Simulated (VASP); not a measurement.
Set up this calculation in VASP 6.6.1, as the native input.

```yaml
Task: single point
Functional: r2SCAN
Dispersion: D3(BJ)
Potentials_or_basis: VASP PAW PBE potentials, release 64 (P)
Cutoff: 520 eV
k_mesh: 24 × 24 × 24
Occupations: gaussian, width 0.05 eV
Spin: no spin polarisation
Dipole_correction: no
Further_INCAR_settings: ALGO = Normal; EDIFF = 1e-06; NBANDS = 8
```

P:

```xyz
1
Lattice="-1.3073 1.3073 1.3073 1.3073 -1.3073 1.3073 1.3073 1.3073 -1.3073" Properties=species:S:1:pos:R:3 pbc="T T T"
P     0.0000    0.0000    0.0000
```

This isn't the form of P at room conditions, which is orthorhombic.

These files were run (other wordings do the same):

POSCAR

```
P
1.0
   -1.3073174527      1.3073174527      1.3073174527
    1.3073174527     -1.3073174527      1.3073174527
    1.3073174527      1.3073174527     -1.3073174527
P
1
Direct
    0.0000000000      0.0000000000      0.0000000000
```

INCAR.step1

```
PREC = Accurate ; ENCUT = 520
ISMEAR = 0 ; SIGMA = 0.05
LREAL = F ; LASPH = T
NELM = 60 ; NBANDS = 8
GGA = PE ; ALGO = Normal
EDIFF = 1E-4 ; LWAVE = T
LCHARG = F
```

INCAR.step2

```
PREC = Accurate ; ENCUT = 520
EDIFF = 1E-6 ; ISMEAR = 0
SIGMA = 0.05 ; LREAL = F
LASPH = T ; NELM = 60
ALGO = Normal ; ISIF = 2
LWAVE = F ; LCHARG = F
METAGGA = R2SCAN ; LMIXTAU = T
IVDW = 12 ; VDW_S6 = 1.0
VDW_S8 = 0.78981345 ; VDW_A1 = 0.49484001
VDW_A2 = 5.73083694 ; NBANDS = 8
ISTART = 1
```

KPOINTS

```
Automatic mesh
0
Gamma
  24 24 24
```

Potentials or basis: VASP PAW PBE potentials, release 64 (P).

Command:

```console
$ cat potpaw_PBE.64/P/POTCAR > POTCAR
$ cp INCAR.step1 INCAR
$ mpirun -np 1 vasp_std > vasp.out
$ cp INCAR.step2 INCAR
$ mpirun -np 1 vasp_std > vasp.out
```

It gave:

```yaml
Pressure: 99.9 GPa
Band_gap_on_the_k_mesh: zero (an odd number of electrons rules out a gap without spin polarisation)
Dispersion_energy_per_atom: -0.374 eV
```

Caveat: the cell stands under pressure; the PAW data sets were made with another functional, which shifts forces and pressure a little.

It took 2 min on 1 thread of Intel Xeon 8259CL, with other jobs on the host, peak memory 0.14 GiB.
